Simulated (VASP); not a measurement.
**C: single point with PBEsol**

The system is C, a slab with vacuum.

```
C
1.0
     2.45892    0.00000    0.00000
     0.00000   11.22486    0.00000
     0.00000    0.00000   26.97014
C
24
Direct
  0.50000 0.81642 0.27809
  0.50000 0.13560 0.29502
  0.00000 0.12763 0.32113
  0.50000 0.80039 0.33030
  0.00000 0.79242 0.35641
  0.00000 0.11160 0.37335
  0.50000 0.10363 0.39945
  0.00000 0.77640 0.40862
  0.50000 0.76843 0.43473
  0.50000 0.08761 0.45167
  0.00000 0.07964 0.47778
  0.50000 0.75240 0.48695
  0.00000 0.74444 0.51305
  0.00000 0.06361 0.52999
  0.50000 0.05565 0.55610
  0.00000 0.72841 0.56527
  0.50000 0.72044 0.59138
  0.50000 0.03962 0.60831
  0.00000 0.03165 0.63442
  0.50000 0.70442 0.64359
  0.00000 0.69645 0.66970
  0.00000 0.01563 0.68664
  0.50000 0.00766 0.71275
  0.00000 0.68042 0.72191
```

| Property | Result |
| --- | --- |
| Program | VASP 6.6.1 |
| Task | single point |
| Functional | PBEsol |
| Potentials or basis | VASP PAW PBE potentials, release 64 (C) |
| Cutoff | 520 eV |
| k mesh | 14 × 3 × 1 |
| Occupations | gaussian, width 0.1 eV |
| Spin | no spin polarisation |
| Dipole correction | yes |
| Further INCAR settings | LREAL = Auto; ALGO = Normal; EDIFF = 1e-07; NBANDS = 66 |

```json
{
 "Largest force": "2.834 eV/Å",
 "Band gap on the k mesh": "zero (band 48 reaches -3.19 eV, above the bottom of band 49 at -3.55 eV)"
}
```

Forces in eV/Å, atoms in the order of the input:
```
C    0.000 -0.087  1.257
C    0.000 -0.325  1.914
C    0.000  0.285 -2.820
C    0.000  0.271 -1.715
C    0.000 -0.112  0.744
C    0.000 -0.066  0.930
C    0.000  0.020 -0.201
C    0.000  0.056 -0.445
C    0.000 -0.040  0.309
C    0.000 -0.020  0.136
C    0.000 -0.001 -0.066
C    0.000  0.042 -0.299
C    0.000 -0.038  0.286
C    0.000  0.004  0.060
C    0.000 -0.009 -0.129
C    0.000  0.047 -0.289
C    0.000 -0.068  0.404
C    0.000 -0.006  0.188
C    0.000  0.181 -0.902
C    0.000  0.071 -0.703
C    0.000 -0.186  1.662
C    0.000 -0.352  2.706
C    0.000  0.112 -1.817
C    0.000  0.222 -1.210
```

Levels at points of the mesh, in eV from the Fermi level:
```
           k point  band 45  band 46  band 47  band 48  band 49  band 50  band 51  band 52
(0.00, 0.00, 0.00)    -2.23    -2.09    -0.18     0.03     0.10     0.29     2.50     3.28
(0.50, 0.00, 0.00)    -1.29    -1.24    -0.83    -0.77    -0.31    -0.30     0.78     0.84
```

It took 35 min on 1 thread of Intel(R) Xeon(R) Platinum 8259CL CPU @ 2.50GHz (Skylake/Cascade Lake), on a shared host, peak memory 0.89 GiB.

Caveat: the PAW data sets were made with another functional, which shifts forces and pressure a little.
